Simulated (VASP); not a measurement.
Mg: single point with PBE

Mg:

```
CELL_PARAMETERS angstrom
0.00000 2.76692 2.76692
2.76692 0.00000 2.76692
2.76692 2.76692 0.00000
ATOMIC_POSITIONS crystal
Mg 0.87500 0.87500 0.87500
Mg 0.12500 0.12500 0.12500
```

This isn't the form of Mg at room conditions, which is hcp.

| Quantity | Value |
| --- | --- |
| Program | VASP 6.6.1 |
| Task | single point |
| Functional | PBE |
| Potentials or basis | VASP PAW PBE potentials, release 64 (Mg) |
| Cutoff | 600 eV |
| k mesh | 12 × 12 × 12 |
| Occupations | fermi-dirac, width 0.1 eV |
| Spin | no spin polarisation |
| Dipole correction | no |
| Further INCAR settings | ALGO = Normal; EDIFF = 1e-06; NBANDS = 9 |

```
Pressure               : 24.1 GPa
Band gap on the k mesh : zero (bands 2 and 3 overlap by 6.51 eV)
```

Levels at points of the mesh, in eV from the Fermi level:
| k point | band 1 | band 2 | band 3 | band 4 | band 5 | band 6 | band 7 |
| --- | --- | --- | --- | --- | --- | --- | --- |
| (0.00, 0.00, 0.00) | -7.22 | 5.14 | 5.14 | 5.14 | 5.96 | 5.96 | 5.96 |
| (0.50, 0.00, 0.00) | -3.96 | -3.26 | 4.02 | 4.02 | 5.32 | 5.32 | 6.99 |
| (0.50, 0.50, 0.00) | -2.48 | -2.48 | 1.49 | 1.49 | 2.93 | 2.93 | 13.42 |

It took 32 s on 1 thread of Intel Xeon 8259CL (shared host), peak memory 0.19 GiB.

Caveat: the cell stands under pressure.
